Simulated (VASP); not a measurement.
# Mg32HS32 (a cell with a defect) in VASP: further runs

Mg32HS32 (a cell with a defect) is run at these levels: PBEsol, HSE06; tasks: single point.

All numbers are computed with VASP 6.6.1; they aren't measurements. Logs are shortened: lines on timing, memory, paths and dates and some standing lists are left out, and cuts for length are marked.

## 1. The cell of the first run

The cell holds a defect, 65 atoms: a = 10.364 Å, b = 10.364 Å, c = 10.364 Å, α = 90.00°, β = 90.00°, γ = 90.00°.

## 2. Single point, PBEsol

File INCAR:

```
SYSTEM = Mg32HS32
ALGO = Normal
EDIFF = 1E-6
ENCUT = 400
GGA = PS
GGA_COMPAT = .False.
ISIF = 2
ISMEAR = -1
ISYM = -1
LASPH = .True.
LCHARG = .False.
LREAL = Auto
LWAVE = .False.
NBANDS = 166
NELECT = 258.0
NELM = 120
PREC = Accurate
SIGMA = 0.05
```

File KPOINTS:

```
explicit points
1
Reciprocal
  0.25000000   0.25000000   0.25000000 1
```

File POSCAR:

```
Mg32HS32
1.0
   10.3639610000      0.0000000000      0.0000000000
    0.0000000000     10.3639610000      0.0000000000
    0.0000000000      0.0000000000     10.3639610000
S Mg H
32 32 1
Direct
    0.2492620000      0.9984030000      0.9987010000
    0.2498170000      0.0017050000      0.4998390000
    0.2500400000      0.4994380000      0.0023270000
    0.2305610000      0.5125420000      0.5133760000
    0.7500380000      0.9995900000      0.9997720000
    0.7520700000      0.9963150000      0.5001750000
    0.7523120000      0.4999590000      0.9963680000
    0.7445210000      0.4981030000      0.4982680000
    0.9983780000      0.2493030000      0.9987010000
    0.0016980000      0.2498810000      0.4998360000
    0.9995470000      0.7500900000      0.9997840000
    0.9962450000      0.7521520000      0.5001780000
    0.4994170000      0.2500660000      0.0022970000
    0.5124020000      0.2306330000      0.5132200000
    0.4999040000      0.7523550000      0.9963780000
    0.4980550000      0.7445800000      0.4982670000
    0.9983520000      0.9983890000      0.2495340000
    0.9994670000      0.9995260000      0.7503500000
    0.0019310000      0.4994910000      0.2502110000
    0.9962280000      0.4999430000      0.7524780000
    0.4994660000      0.0018900000      0.2501900000
    0.4998900000      0.9963070000      0.7524490000
    0.5134430000      0.5134100000      0.2306430000
    0.4980420000      0.4981100000      0.7448050000
    0.2388370000      0.2387540000      0.2397430000
    0.2499130000      0.2499740000      0.7467120000
    0.2501110000      0.7462190000      0.2503120000
    0.2489310000      0.7518180000      0.7521280000
    0.7461970000      0.2501300000      0.2502930000
    0.7517260000      0.2489790000      0.7520790000
    0.7519920000      0.7520380000      0.2491740000
    0.7491630000      0.7492290000      0.7494110000
    0.9999240000      0.9999730000      0.0002100000
    0.0005630000      0.0006250000      0.4997320000
    0.0006600000      0.4994720000      0.0008850000
    0.9918470000      0.5008690000      0.5012130000
    0.4994310000      0.0007110000      0.0008750000
    0.5008030000      0.9919170000      0.5011850000
    0.5010860000      0.5011090000      0.9920460000
    0.4880580000      0.4882340000      0.4879150000
    0.2492320000      0.2492560000      0.9959640000
    0.2642320000      0.2643310000      0.4888460000
    0.2499410000      0.7488130000      0.0008920000
    0.2466690000      0.7540530000      0.5011800000
    0.7487840000      0.2499920000      0.0008780000
    0.7539930000      0.2467490000      0.5011360000
    0.7493560000      0.7493960000      0.9995990000
    0.7482370000      0.7482720000      0.4990660000
    0.2492510000      0.9954830000      0.2496450000
    0.2499080000      0.0006030000      0.7491270000
    0.2644520000      0.4887940000      0.2645020000
    0.2466670000      0.5008500000      0.7546010000
    0.7488340000      0.0006760000      0.2502310000
    0.7493150000      0.9994090000      0.7495970000
    0.7543800000      0.5010670000      0.2468330000
    0.7482450000      0.4988460000      0.7484840000
    0.9954690000      0.2492860000      0.2496510000
    0.0005410000      0.2499650000      0.7491230000
    0.0006350000      0.7488670000      0.2502350000
    0.9993530000      0.7493580000      0.7496020000
    0.4887110000      0.2645500000      0.2644830000
    0.5007740000      0.2467470000      0.7545420000
    0.5010400000      0.7543600000      0.2468340000
    0.4987920000      0.7483050000      0.7484960000
    0.3817570000      0.3820420000      0.3806700000
```

Potentials or basis: VASP PAW PBE potentials, release 64 (S, Mg, H).

Run with:

```bash
$ cat potpaw_PBE.64/S/POTCAR potpaw_PBE.64/Mg/POTCAR potpaw_PBE.64/H/POTCAR > POTCAR
$ mpirun -np 1 vasp_std > vasp.out
```

OUTCAR:

```text
SYSTEM = Mg32HS32
   EDIFF = 1E-6
   ENCUT = 400
   GGA = PS
   ISIF = 2
   ISMEAR = -1
   ISYM = -1
   LASPH = .True.
   LREAL = Auto
   NELECT = 258.0
   NELM = 120
   PREC = Accurate

 ion  position               nearest neighbor table
   1  0.249  0.998  0.999-  33 2.58  50 2.59  43 2.59  37 2.59  41 2.60  49 2.60
   2  0.250  0.002  0.500-  44 2.57  34 2.58  50 2.58  49 2.59  38 2.60  42 2.73
   3  0.250  0.499  0.002-  52 2.57  43 2.58  35 2.58  41 2.59  39 2.60  51 2.72
   4  0.231  0.513  0.513-  36 2.48  52 2.51  44 2.51  42 2.61  51 2.61  40 2.69
   5  0.750  1.000  1.000-  33 2.59  54 2.59  47 2.59  45 2.60  53 2.60  37 2.60
   6  0.752  0.996  0.500-  48 2.57  34 2.58  54 2.59  53 2.59  46 2.60  38 2.60
[... 66 lines left out ...]
  53  0.749  0.001  0.250-  31 2.58  21 2.58  29 2.59  17 2.59   6 2.59   5 2.60  63 3.62  57 3.63
                            46 3.64  45 3.65  37 3.66
  54  0.749  0.999  0.750-   6 2.59  22 2.59  30 2.59  18 2.59   5 2.59  32 2.59  46 3.63  62 3.63
                            38 3.64
  55  0.754  0.501  0.247-  23 2.51  19 2.57   7 2.60  31 2.60  29 2.60   8 2.61  36 3.61  35 3.61
                            57 3.61  59 3.62  47 3.63  45 3.64
  56  0.748  0.499  0.748-   7 2.57  20 2.57  30 2.59  24 2.59   8 2.59  32 2.59  39 3.60  36 3.60
                            48 3.66  64 3.66
  57  0.995  0.249  0.250-  25 2.53  29 2.58  10 2.59  19 2.59  17 2.60   9 2.60  55 3.61  46 3.61
                            53 3.63  45 3.63  33 3.66  34 3.66  35 3.66
  58  0.001  0.250  0.749-  30 2.58  10 2.58  26 2.58   9 2.59  20 2.59  18 2.60  46 3.62  41 3.63
                            52 3.64  50 3.65  34 3.65  36 3.66
  59  0.001  0.749  0.250-  31 2.58  19 2.58  27 2.59  17 2.59  12 2.59  11 2.60  55 3.62  49 3.63
                            44 3.64  43 3.65  35 3.66
  60  0.999  0.749  0.750-  20 2.59  12 2.59  28 2.59  18 2.59  11 2.59  32 2.59  44 3.63  52 3.63
                            36 3.64
  61  0.489  0.265  0.264-  65 2.04  14 2.61  23 2.62  25 2.62  29 2.68  13 2.72  21 2.73  40 3.28
                            51 3.29  42 3.29
  62  0.501  0.247  0.755-  14 2.51  13 2.57  22 2.60  30 2.60  26 2.60  24 2.61  39 3.61  37 3.61
                            41 3.61  45 3.62  54 3.63  50 3.64
  63  0.501  0.754  0.247-  23 2.51  21 2.57  15 2.60  31 2.60  27 2.60  16 2.61  38 3.61  37 3.61
                            49 3.61  53 3.62  47 3.63  43 3.64
  64  0.499  0.748  0.748-  15 2.57  22 2.57  28 2.59  24 2.59  16 2.59  32 2.59  39 3.60  38 3.60
                            48 3.66  56 3.66
  65  0.382  0.382  0.381-  40 1.91  51 2.04  61 2.04  42 2.06

IMPORTANT INFORMATION: All symmetrisations will be switched off!
NOSYMM: (Re-)initialisation of all symmetry stuff for point group C_1.

----------------------------------------------------------------------------------------

                                     Primitive cell

  volume of cell :    1113.2105

  direct lattice vectors                    reciprocal lattice vectors
    10.363961000  0.000000000  0.000000000     0.096488206  0.000000000  0.000000000
     0.000000000 10.363961000  0.000000000     0.000000000  0.096488206  0.000000000
     0.000000000  0.000000000 10.363961000     0.000000000  0.000000000  0.096488206

  length of vectors
    10.363961000 10.363961000 10.363961000     0.096488206  0.096488206  0.096488206

  position of ions in fractional coordinates (direct lattice)
     0.249262000  0.998403000  0.998701000
     0.249817000  0.001705000  0.499839000
     0.250040000  0.499438000  0.002327000
     0.230561000  0.512542000  0.513376000
     0.750038000  0.999590000  0.999772000
     0.752070000  0.996315000  0.500175000
[... 57 lines left out ...]
     0.498792000  0.748305000  0.748496000
     0.381757000  0.382042000  0.380670000

  ion indices of the primitive-cell ions
   primitive index   ion index
                 1           1
                 2           2
                 3           3
                 4           4
                 5           5
                 6           6
[... 57 lines left out ...]
                64          64
                65          65

----------------------------------------------------------------------------------------

 KPOINTS: explicit points

Read explicit list of k-points.

 Found      1 k-points:

 Following reciprocal coordinates:
            Coordinates               Weight
  0.250000  0.250000  0.250000      1.000000
   k-points           NKPTS =      1   k-points in BZ     NKDIM =      1   number of bands    NBANDS=    166
   number of dos      NEDOS =    301   number of ions     NIONS =     65
   total plane-waves  NPLWV = 343000
   dimension x,y,z NGX =    70 NGY =   70 NGZ =   70
   dimension x,y,z NGXF=   140 NGYF=  140 NGZF=  140
   ions per type =              32  32   1
   NGX,Y,Z   is equivalent  to a cutoff of  11.23, 11.23, 11.23 a.u.
   NGXF,Y,Z  is equivalent  to a cutoff of  22.46, 22.46, 22.46 a.u.
 SYSTEM =  Mg32HS32
   PREC   = accura    normal or accurate (medium, high low for compatibility)
   ISTART =      0    job   : 0-new  1-cont  2-samecut
   ICHARG =      2    charge: 1-file 2-atom 10-const
   ISPIN  =      1    spin polarized calculation?
   LNONCOLLINEAR =      F non collinear calculations
   LSORBIT =      F    spin-orbit coupling
   LASPH  =      T    aspherical Exc in radial PAW
   ENCUT  =  400.0 eV  29.40 Ry    5.42 a.u.  16.90 16.90 16.90*2*pi/ulx,y,z
   NELM   =    120;   NELMIN=  2; NELMDL= -5     # of ELM steps
   EDIFF  = 0.1E-05   stopping-criterion for ELM
   LREAL  =      T    real-space projection
   EDIFFG = 0.1E-04   stopping-criterion for IOM
   NSW    =      0    number of steps for IOM
   IBRION =     -1    ionic relax: 0-MD 1-quasi-New 2-CG
   NFREE  =      0    steps in history (QN), initial steepest desc. (CG)
   ISIF   =      2    stress and relaxation
   ISYM   =     -1    0-nonsym 1-usesym 2-fastsym
   POTIM  = 0.5000    time-step for ionic-motion
   TEBEG  =    0.0;   TEEND  =   0.0 temperature during run
   PSTRESS=    0.0 pullay stress
   NELECT =     258.0000    total number of electrons
   NUPDOWN=      -1.0000    fix difference up-down
   EMIN   =  10.00;   EMAX   =-10.00  energy-range for DOS
   EFERMI =   0.00;   METHOD = LEGACY
   ISMEAR =    -1;   SIGMA  =   0.05  broadening in eV -4-tet -1-fermi 0-gaus
   EFERMI_NEDOS =   21; number of points for ismear=-14 and -15
   IALGO  =     38    algorithm
   IMIX   =      4    mixing-type and parameters
     AMIX     =   0.40;   BMIX     =  1.00
     AMIX_MAG =   1.60;   BMIX_MAG =  1.00
  volume/ion in A,a.u.               =      17.13       115.57
  Fermi-wavevector in a.u.,A,eV,Ry     =   1.005593  1.900295 13.758450  1.011218
  Thomas-Fermi vector in A             =   2.138282
   LORBIT       =      0    0 simple, 1 ext, 2 COOP (PROOUT), +10 PAW based schemes
   GGA     = PS    functional components
   LHFCALC =     F    Hartree Fock is set to
   AEXX    =    0.0000 exact exchange contribution
   IVDW    =     0    specifies the selected vdW correction
   LEPSILON=     F    determine dielectric tensor
   LRPA    =     F    only Hartree local field effects (RPA)
 non-spin polarized calculation
  energy-cutoff  :      400.00
  volume of cell :     1113.21
 maximum number of plane-waves:     20186
 NGX is ok and might be reduce to    70
   NGX = 33   NGY = 33   NGZ = 33

 number of electron     257.9999973 magnetization

 Free energy of the ion-electron system (eV)
  ---------------------------------------------------
  ext. energy  EPLUGINS =         0.00000000
  ---------------------------------------------------
  free energy    TOTEN  =      -285.70921733 eV

  energy without entropy =     -285.70921733  energy(sigma->0) =     -285.70921733

 E-fermi :   6.0080     XC(G=0):  -9.9169

 val. band max:        4.9799790800   @ k =   0.2500   0.2500   0.2500
 cond. band min:       7.0812563446   @ k =   0.2500   0.2500   0.2500
 fundamental gap:      2.1012772646
 Fermi energy:         6.0080426646

 k-point     1 :       0.2500    0.2500    0.2500
  band No.  band energies     occupation
      1      -8.8187      2.00000
      2      -8.4357      2.00000
      3      -8.4354      2.00000
      4      -8.4244      2.00000
      5      -8.1060      2.00000
      6      -8.1053      2.00000
[... 133 lines left out ...]
    140       8.4110      0.00000
    141       8.4528      0.00000
 [bands above 141 left out]

------------------------ aborting loop because EDIFF is reached ----------------------------------------

  FORCE on cell =-STRESS in cart. coord.  units (eV):
  Direction    XX          YY          ZZ          XY          YZ          ZX
  --------------------------------------------------------------------------------------
  -------------------------------------------------------------------------------------
  Total       11.0695582     11.0779118     11.0775881     -3.5415019     -3.7109452     -3.7411304
  in kB       15.9317529     15.9437757     15.9433098     -5.0970718     -5.3409414     -5.3843852
  external PRESSURE =      15.9396128 kB  Pullay stress =       0.0000000 kB

 VOLUME and BASIS-vectors are now :
 -----------------------------------------------------------------------------
  energy-cutoff  :      400.00
  volume of cell :     1113.21
      direct lattice vectors                 reciprocal lattice vectors
    10.363961000  0.000000000  0.000000000     0.096488206  0.000000000  0.000000000
     0.000000000 10.363961000  0.000000000     0.000000000  0.096488206  0.000000000
     0.000000000  0.000000000 10.363961000     0.000000000  0.000000000  0.096488206

 POSITION                                       TOTAL-FORCE (eV/Angst)
 -----------------------------------------------------------------------------------
      2.58334     10.34741     10.35050        -0.003101     -0.001873      0.000515
      2.58909      0.01767      5.18031         0.001039      0.001030     -0.001171
      2.59140      5.17616      0.02412        -0.003264      0.000130     -0.001380
      2.38953      5.31197      5.32061         0.008342      0.010222     -0.003474
      7.77336     10.35971     10.36160         0.001331      0.000389     -0.000116
      7.79442     10.32577      5.18379         0.000388     -0.000640     -0.000367
[... 57 lines left out ...]
      5.16946      7.75540      7.75738         0.000229      0.001098     -0.000589
      3.95651      3.95947      3.94525        -0.007440     -0.010752      0.017663
 -----------------------------------------------------------------------------------
    total drift:                               -0.006436     -0.005799     -0.006679

  FREE ENERGIE OF THE ION-ELECTRON SYSTEM (eV)
  ---------------------------------------------------
  free  energy   TOTEN  =      -285.7092173345 eV

  energy  without entropy=     -285.7092173294  energy(sigma->0) =     -285.70921733
```

Run time: 4.1 min. Hardware: 1 thread of AMD EPYC 9R45 (Zen 5), shared host; peak memory 0.7 GiB.

Results:

* Free energy: -285.7092 eV
* Largest force: 0.023 eV/Å

Forces in eV/Å, atoms in the order of the input:
```
S   -0.003 -0.002  0.001
S    0.001  0.001 -0.001
S   -0.003  0.000 -0.001
S    0.008  0.010 -0.003
S    0.001  0.000  0.000
S    0.000 -0.001  0.000
S    0.000  0.000  0.001
S   -0.001  0.000  0.003
S   -0.002 -0.002  0.001
S    0.000  0.001 -0.002
S    0.000  0.000  0.000
S   -0.001 -0.001  0.000
S    0.000 -0.002 -0.002
S    0.011  0.013 -0.002
S    0.001 -0.001  0.000
S    0.000 -0.001  0.004
S   -0.002 -0.002  0.000
S   -0.001 -0.001  0.001
S    0.002 -0.001  0.000
S   -0.001 -0.001  0.001
S   -0.001  0.004  0.000
S   -0.001 -0.001  0.000
S    0.000  0.001 -0.011
S    0.001  0.001 -0.003
S    0.011  0.016 -0.012
S    0.000 -0.001  0.002
S   -0.006  0.002  0.000
S    0.000 -0.001  0.000
S    0.003 -0.004  0.000
S    0.000  0.000  0.001
S    0.000 -0.002  0.003
S    0.001  0.000  0.000
Mg   0.003  0.002  0.002
Mg  -0.002 -0.003 -0.001
Mg  -0.001 -0.001 -0.003
Mg   0.000  0.000  0.002
Mg  -0.001 -0.002 -0.002
Mg   0.000  0.000  0.001
Mg  -0.001  0.000  0.003
Mg  -0.008 -0.011 -0.001
Mg  -0.002 -0.002  0.008
Mg   0.002  0.004 -0.002
Mg   0.003  0.001 -0.002
Mg  -0.003 -0.001  0.003
Mg   0.001  0.003 -0.002
Mg  -0.002 -0.004  0.003
Mg  -0.004 -0.002  0.003
Mg   0.001  0.002 -0.002
Mg  -0.001  0.000 -0.001
Mg   0.002  0.000  0.000
Mg   0.007 -0.010  0.004
Mg  -0.002  0.000  0.001
Mg  -0.001  0.000  0.001
Mg  -0.003  0.002 -0.002
Mg   0.002  0.001 -0.003
Mg   0.001  0.000  0.000
Mg   0.002 -0.003 -0.002
Mg   0.000  0.002 -0.001
Mg   0.000  0.000  0.001
Mg   0.002 -0.003 -0.002
Mg  -0.009  0.006  0.003
Mg   0.000 -0.003  0.001
Mg   0.001  0.003 -0.003
Mg   0.000  0.001 -0.001
H   -0.007 -0.011  0.018
```

Levels at points of the mesh, in eV from the Fermi level:
```
           k point  band 125  band 126  band 127  band 128  band 129  band 130  band 131  band 132  band 133  band 134
(0.25, 0.25, 0.25)     -2.53     -2.53     -2.30     -2.30     -1.03      1.07      1.07      1.12      2.09      2.17
```

Caveat: the cell carries a net charge on a neutralising background, which shifts energy and pressure; the cell is charged against a uniform background, so pressure and absolute levels hang on convention; the PAW data sets were made with another functional, which shifts forces and pressure a little.

## 3. Single point, HSE06

POSCAR is that of step 2.

File INCAR.step1:

```
PREC = Accurate
ENCUT = 400
EDIFF = 1E-5
ISMEAR = -1
SIGMA = 0.05
LREAL = Auto
LASPH = T
NELM = 120
ALGO = Normal
ISIF = 2
LWAVE = T
LCHARG = F
NBANDS = 166
GGA = PE
NELECT = 258.0
ISYM = -1
GGA_COMPAT = F
```

File INCAR.step2:

```
PREC = Accurate
ENCUT = 400
EDIFF = 1E-6
ISMEAR = -1
SIGMA = 0.05
LREAL = Auto
LASPH = T
NELM = 120
ALGO = Normal
ISIF = 2
LWAVE = F
LCHARG = F
GGA = PE
LHFCALC = T
HFSCREEN = 0.2079
PRECFOCK = Fast
NBANDS = 166
ISTART = 1
NELECT = 258.0
ISYM = -1
GGA_COMPAT = F
```

KPOINTS is that of step 2.

Potentials or basis: VASP PAW PBE potentials, release 64 (S, Mg, H).

Run with:

```bash
$ cat potpaw_PBE.64/S/POTCAR potpaw_PBE.64/Mg/POTCAR potpaw_PBE.64/H/POTCAR > POTCAR
$ cp INCAR.step1 INCAR
$ mpirun -np 1 vasp_std > vasp.out
$ cp INCAR.step2 INCAR
$ mpirun -np 1 vasp_std > vasp.out
```

It took 18 min on 1 thread of AMD EPYC 9R45 (Zen 5), shared host; peak memory 0.98 GiB.

It converged, with:

```yaml
Free_energy: -312.4209 eV
Largest_force: 0.070 eV/Å
```

Forces in eV/Å, atoms in the order of the input:
```
S   -0.005 -0.009 -0.007
S   -0.006 -0.034 -0.003
S   -0.010 -0.002 -0.036
S   -0.002  0.035  0.022
S    0.000  0.000 -0.001
S    0.005 -0.011  0.002
S    0.005  0.003 -0.009
S    0.026  0.004  0.009
S   -0.010 -0.004 -0.007
S   -0.035 -0.005 -0.003
S    0.000 -0.001 -0.001
S   -0.011  0.003  0.003
S   -0.002 -0.009 -0.036
S    0.036  0.003  0.023
S    0.004  0.003 -0.010
S    0.005  0.025  0.009
S   -0.010 -0.010 -0.002
S   -0.002 -0.001  0.000
S   -0.033 -0.002 -0.006
S   -0.011  0.002  0.005
S   -0.002 -0.031 -0.006
S    0.002 -0.011  0.005
S    0.026  0.027 -0.023
S    0.006  0.005  0.024
S    0.006  0.012 -0.016
S   -0.003 -0.004  0.032
S   -0.009  0.031 -0.003
S   -0.006  0.003  0.005
S    0.033 -0.008 -0.002
S    0.004 -0.005  0.005
S    0.005  0.003 -0.003
S    0.000 -0.002 -0.002
Mg   0.003  0.003  0.002
Mg  -0.002 -0.002 -0.002
Mg  -0.001 -0.002 -0.003
Mg   0.023 -0.001  0.000
Mg  -0.002 -0.002 -0.002
Mg  -0.001  0.023 -0.001
Mg  -0.002 -0.001  0.027
Mg  -0.041 -0.044 -0.035
Mg  -0.004 -0.004  0.021
Mg   0.031  0.032 -0.030
Mg   0.002  0.001 -0.003
Mg  -0.005 -0.017  0.004
Mg   0.001  0.001 -0.003
Mg  -0.018 -0.005  0.004
Mg  -0.003 -0.001  0.003
Mg   0.002  0.004 -0.004
Mg  -0.003  0.014 -0.003
Mg   0.001 -0.001  0.000
Mg   0.037 -0.039  0.033
Mg  -0.003  0.001 -0.015
Mg  -0.001 -0.002  0.000
Mg  -0.002  0.003 -0.001
Mg  -0.015  0.002 -0.005
Mg   0.002 -0.001  0.001
Mg   0.016 -0.004 -0.003
Mg  -0.001  0.001 -0.001
Mg  -0.001  0.000  0.000
Mg   0.003 -0.002 -0.001
Mg  -0.037  0.036  0.032
Mg   0.001 -0.004 -0.016
Mg   0.002 -0.014 -0.005
Mg  -0.001  0.002  0.001
H    0.015  0.012  0.038
```

Levels at points of the mesh, in eV from the Fermi level:
```csv
k point,band 125,band 126,band 127,band 128,band 129,band 130,band 131,band 132,band 133,band 134
"(0.25, 0.25, 0.25)",-2.84,-2.84,-2.59,-2.59,-1.23,1.88,1.88,1.92,2.96,3.04
```

Caveat: the cell carries a net charge on a neutralising background, which shifts energy and pressure; the cell is charged against a uniform background, so pressure and absolute levels hang on convention; the PAW data sets were made with another functional, which shifts forces and pressure a little.
